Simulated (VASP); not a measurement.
# Na (Im-3m) in VASP: single point with LDA

Aim: the single point of Na with LDA.

All numbers are computed with VASP 6.6.1; they aren't measurements. Logs are shortened: lines on timing, memory, paths and dates and some standing lists are left out, and cuts for length are marked.

**1. The cell of the first run**

The structure is cubic, space group Im-3m (No. 229). The conventional cell has a = 4.230 Å, b = 4.230 Å, c = 4.230 Å, α = 90.00°, β = 90.00°, γ = 90.00°. Within 4.8 Å of Na (site symmetry m-3m) lie 14 Na at 3.66 to 4.23 Å.

**2. Single point, LDA**

Input file INCAR:

```
SYSTEM = Na
PREC     = Accurate       ! precision mode
ENCUT    = 520            ! plane-wave cutoff, eV
EDIFF    = 1E-6           ! SCF threshold, eV
ISMEAR   = 0              ! smearing method
SIGMA    = 0.05           ! smearing width, eV
LREAL    = .FALSE.        ! projectors in reciprocal space
LASPH    = .TRUE.         ! aspherical terms in the spheres
NELM     = 100            ! most SCF steps
ALGO     = Normal         ! electronic algorithm
ISIF     = 2              ! what is computed and relaxed
LWAVE    = .FALSE.        ! write WAVECAR
LCHARG   = .FALSE.        ! write CHGCAR
NBANDS   = 10             ! bands
```

Input file KPOINTS:

```
Automatic mesh
0
G
  14 14 14
  0 0 0
```

Input file POSCAR:

```
Na
1.0
   -2.1150000000      2.1150000000      2.1150000000
    2.1150000000     -2.1150000000      2.1150000000
    2.1150000000      2.1150000000     -2.1150000000
Na
1
Direct
    0.0000000000      0.0000000000      0.0000000000
```

Potentials or basis: VASP PAW LDA potentials, release 64 (Na_pv).

Started as:

```bash
$ cat potpaw_LDA.64/Na_pv/POTCAR > POTCAR
$ mpirun -np 1 vasp_std > vasp.out
```

OUTCAR:

```text
SYSTEM = Na
   PREC = Accurate
   ENCUT = 520
   EDIFF = 1E-6
   ISMEAR = 0
   LREAL = .FALSE.
   LASPH = .TRUE.
   NELM = 100
   ISIF = 2

 ion  position               nearest neighbor table
   1  0.000  0.000  0.000-

  LATTYP: Found a body centered cubic cell.
 ALAT       =     4.2300000000

  Lattice vectors:

 A1 = (  -2.1150000000,   2.1150000000,   2.1150000000)
 A2 = (   2.1150000000,  -2.1150000000,   2.1150000000)
 A3 = (   2.1150000000,   2.1150000000,  -2.1150000000)

Analysis of symmetry for initial positions (statically):
=====================================================================
 Subroutine PRICEL returns:
 Original cell was already a primitive cell.

 Routine SETGRP: Setting up the symmetry group for a
 body centered cubic supercell.

 Subroutine GETGRP returns: Found 48 space group operations
 (whereof 48 operations were pure point group operations)
 out of a pool of 48 trial point group operations.

The static configuration has the point symmetry O_h .

Analysis of symmetry for dynamics (positions and initial velocities):
=====================================================================
 Subroutine PRICEL returns:
 Original cell was already a primitive cell.

 Routine SETGRP: Setting up the symmetry group for a
 body centered cubic supercell.

 Subroutine GETGRP returns: Found 48 space group operations
 (whereof 48 operations were pure point group operations)
 out of a pool of 48 trial point group operations.

The dynamic configuration has the point symmetry O_h .

 Subroutine INISYM returns: Found 48 space group operations
 (whereof 48 operations are pure point group operations),
 and found     1 'primitive' translations

----------------------------------------------------------------------------------------

                                     Primitive cell

  volume of cell :      37.8435

  direct lattice vectors                    reciprocal lattice vectors
    -2.115000000  2.115000000  2.115000000     0.000000000  0.236406619  0.236406619
     2.115000000 -2.115000000  2.115000000     0.236406619  0.000000000  0.236406619
     2.115000000  2.115000000 -2.115000000     0.236406619  0.236406619  0.000000000

  length of vectors
     3.663287458  3.663287458  3.663287458     0.334329447  0.334329447  0.334329447

  position of ions in fractional coordinates (direct lattice)
     0.000000000  0.000000000  0.000000000

  ion indices of the primitive-cell ions
   primitive index   ion index
[... 72 lines left out ...]
   NELM   =    100;   NELMIN=  2; NELMDL= -5     # of ELM steps
   EDIFF  = 0.1E-05   stopping-criterion for ELM
   LREAL  =      F    real-space projection
   EDIFFG = 0.1E-04   stopping-criterion for IOM
   NSW    =      0    number of steps for IOM
   IBRION =     -1    ionic relax: 0-MD 1-quasi-New 2-CG
   NFREE  =      0    steps in history (QN), initial steepest desc. (CG)
   ISIF   =      2    stress and relaxation
   ISYM   =      2    0-nonsym 1-usesym 2-fastsym
   POTIM  = 0.5000    time-step for ionic-motion
   TEBEG  =    0.0;   TEEND  =   0.0 temperature during run
   PSTRESS=    0.0 pullay stress
   NELECT =       7.0000    total number of electrons
   NUPDOWN=      -1.0000    fix difference up-down
   EMIN   =  10.00;   EMAX   =-10.00  energy-range for DOS
   EFERMI =   0.00;   METHOD = LEGACY
   ISMEAR =     0;   SIGMA  =   0.05  broadening in eV -4-tet -1-fermi 0-gaus
   EFERMI_NEDOS =   21; number of points for ismear=-14 and -15
   IALGO  =     38    algorithm
   IMIX   =      4    mixing-type and parameters
     AMIX     =   0.40;   BMIX     =  1.00
     AMIX_MAG =   1.60;   BMIX_MAG =  1.00
  volume/ion in A,a.u.               =      37.84       255.38
  Fermi-wavevector in a.u.,A,eV,Ry     =   0.932776  1.762690 11.838023  0.870070
  Thomas-Fermi vector in A             =   2.059408
   LORBIT       =      0    0 simple, 1 ext, 2 COOP (PROOUT), +10 PAW based schemes
   GGA     = CA    functional components
   LHFCALC =     F    Hartree Fock is set to
   AEXX    =    0.0000 exact exchange contribution
   IVDW    =     0    specifies the selected vdW correction
   LEPSILON=     F    determine dielectric tensor
   LRPA    =     F    only Hartree local field effects (RPA)
 non-spin polarized calculation
 Gauss-broadening in eV      SIGMA  =   0.05
  energy-cutoff  :      520.00
  volume of cell :       37.84
 maximum number of plane-waves:      1048
   NGX = 13   NGY = 13   NGZ = 13

 number of electron       7.0000003 magnetization

 Free energy of the ion-electron system (eV)
  ---------------------------------------------------
  ext. energy  EPLUGINS =         0.00000000
  ---------------------------------------------------
  free energy    TOTEN  =        -1.43933932 eV

  energy without entropy =       -1.43818900  energy(sigma->0) =       -1.43876416

 E-fermi :   0.0661     XC(G=0):  -6.6708

 val. band max:        0.0497373113   @ k =  -0.3571   0.4286   0.1429
 cond. band min:       0.1308140312   @ k =   0.3571   0.0714   0.0714
 fundamental gap:      0.0810767199
 Fermi energy:         0.0661169916

 k-point     1 :       0.0000    0.0000    0.0000
  band No.  band energies     occupation
      1     -24.8584      2.00000
      2     -24.8584      2.00000
      3     -24.8584      2.00000
      4      -3.1353      2.00000
      5      11.6153      0.00000
      6      11.6153      0.00000
      7      11.6153      0.00000
      8      12.7019      0.00000
      9      12.7019      0.00000
     10      13.3192      0.00000
[... 287 lines left out ...]
 k-point    24 :       0.3571    0.2857    0.0000
  band No.  band energies     occupation
      1     -24.8841      2.00000
      2     -24.8789      2.00000
      3     -24.8626      2.00000
      4       1.8205      0.00000
      5       2.1905      0.00000
      6       3.3900      0.00000
      7       7.9159      0.00000
      8      12.1692      0.00000
      9      13.0615      0.00000
     10      13.9356      0.00000

 [... further k-points ...]
[... 5 lines left out ...]
  --------------------------------------------------------------------------------------
  -------------------------------------------------------------------------------------
  Total       -0.2221752     -0.2221752     -0.2221752      0.0000000      0.0000000     -0.0000000
  in kB       -9.4062196     -9.4062196     -9.4062196      0.0000000      0.0000000     -0.0000000
  external PRESSURE =      -9.4062196 kB  Pullay stress =       0.0000000 kB

 VOLUME and BASIS-vectors are now :
 -----------------------------------------------------------------------------
  energy-cutoff  :      520.00
  volume of cell :       37.84
      direct lattice vectors                 reciprocal lattice vectors
    -2.115000000  2.115000000  2.115000000     0.000000000  0.236406619  0.236406619
     2.115000000 -2.115000000  2.115000000     0.236406619  0.000000000  0.236406619
     2.115000000  2.115000000 -2.115000000     0.236406619  0.236406619  0.000000000

 POSITION                                       TOTAL-FORCE (eV/Angst)
 -----------------------------------------------------------------------------------
      0.00000      0.00000      0.00000         0.000000     -0.000000      0.000000
 -----------------------------------------------------------------------------------
    total drift:                               -0.000000     -0.000000     -0.000000

  FREE ENERGIE OF THE ION-ELECTRON SYSTEM (eV)
  ---------------------------------------------------
  free  energy   TOTEN  =        -1.4393393245 eV

  energy  without entropy=       -1.4381890002  energy(sigma->0) =       -1.43876416
```

OSZICAR:

```text
N       E                     dE             d eps       ncg     rms          rms(c)
DAV:   1     0.292480148962E+02    0.29248E+02   -0.37437E+03  2086   0.571E+02
DAV:   2    -0.784009046770E+00   -0.30032E+02   -0.29897E+02  2124   0.151E+02
DAV:   3    -0.143532566580E+01   -0.65132E+00   -0.65097E+00  2634   0.239E+01
DAV:   4    -0.144065073063E+01   -0.53251E-02   -0.53247E-02  2468   0.207E+00
DAV:   5    -0.144072532662E+01   -0.74596E-04   -0.74595E-04  2398   0.242E-01    0.195E-01
DAV:   6    -0.143981542487E+01    0.90990E-03   -0.76721E-04  2446   0.357E-01    0.129E-01
DAV:   7    -0.143935464829E+01    0.46078E-03   -0.11923E-03  2386   0.369E-01    0.210E-02
DAV:   8    -0.143933900425E+01    0.15644E-04   -0.93795E-05  2488   0.156E-01    0.277E-03
DAV:   9    -0.143933932453E+01   -0.32028E-06   -0.37630E-07  1650   0.643E-03
   1 F= -.14393393E+01 E0= -.14387642E+01  d E =-.115032E-02
```

Run time: 8.4 s. Hardware: 1 thread of Intel Xeon 6975P-C (Granite Rapids), shared host; peak memory 0.15 GiB.

Results:

```yaml
Free_energy: -1.4393 eV
Pressure: -0.9 GPa
```
